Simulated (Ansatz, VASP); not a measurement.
# TaN: VASP beside Ansatz

The input INCAR:

```
PREC = Accurate ; ENCUT = 520
EDIFF = 1E-8 ; ISMEAR = -1
SIGMA = 0.01 ; LREAL = F
LASPH = T ; NELM = 120
ALGO = Normal ; ISIF = 2
LWAVE = F ; LCHARG = F
GGA = PS ; LEFG = T
NBANDS = 24 ; GGA_COMPAT = F
```

Contents of KPOINTS:

```
Automatic mesh
0
Gamma
  9 9 5
```

Contents of POSCAR:

```
TaN
1.0
    3.1415011232      0.0000000000      0.0000000000
   -1.5707505617      2.7206197788      0.0000000000
    0.0000000000      0.0000000000      4.9400000000
Ta N
2 2
Direct
    0.3333333333      0.6666666667      0.0000000000
    0.6666666667      0.3333333333      0.5000000000
    0.3333333333      0.6666666667      0.3850000000
    0.6666666667      0.3333333333      0.8850000000
```

Input for Ansatz:

```yaml
crystal:
  lattice:
    - [3.1415011232, 0.0, 0.0]
    - [-1.5707505617, 2.7206197788, 0.0]
    - [0.0, 0.0, 4.94]
  atoms:
    - { symbol: Ta, position: [0.3333333333, 0.6666666667, 0.0] }
    - { symbol: Ta, position: [0.6666666667, 0.3333333333, 0.5] }
    - { symbol: "N", position: [0.3333333333, 0.6666666667, 0.385] }
    - { symbol: "N", position: [0.6666666667, 0.3333333333, 0.885] }
kpoints:
  mp_grid: { grid: [9, 9, 5] }
scf:
  occupations: { method: fermi_dirac, width: 0.01 }
hamiltonian:
  xc: pbesol
  pseudopotentials: { kind: paw }
output:
  forces: true
  stress: true
  eigenvalues: true
  efg: { contact_densities: true }
```

Change from the starting cell: equal xx and yy strain of +3 %, PAW files.

Alike in both runs: task electric field gradients; functional PBEsol; k mesh 9 × 9 × 5; occupations fermi-dirac, width 0.01 eV; no spin polarisation.

|  | VASP | Ansatz |
| --- | --- | --- |
| version | VASP 6.6.1 | Ansatz 0.2.0 |
| potentials or method | VASP PAW PBE potentials, release 64 (Ta_pv, N) | PAW with Ansatz's default frozen-core files, scalar-relativistic |
| plane-wave cutoff (eV) | 520 | 420 |
| valence electrons in the cell | 32 | 36 |

Ansatz gave:

| Item | Value |
| --- | --- |
| pressure (GPa) | 86.9 |
| traceless stress, the component that is largest in VASP (GPa) | -3.73 |
| rms of the force components (eV/Å) | 0.443 |
| size of Vzz on the site where it differs most (V/Å²) | 85.3 |

Problem. Estimate VASP's values.

Solution. Pressure (GPa): 89.4; traceless stress, the component that is largest in VASP (GPa): -3.75; rms of the force components (eV/Å): 0.441; size of Vzz on the site where it differs most (V/Å²): 76.6.

VASP's potentials were made for PBE, not for PBEsol. Atom by atom the forces differ by 0.001 eV/Å (rms over components). Both programs put the cell under a high pressure, so it lies far from rest at this level. VASP's potentials hold 32 valence electrons a cell and Ansatz's 36, so a difference there can come from the potentials and not from the codes.

Spin-orbit coupling is off throughout. Noted on VASP's run: the cell as given lies far from equilibrium.
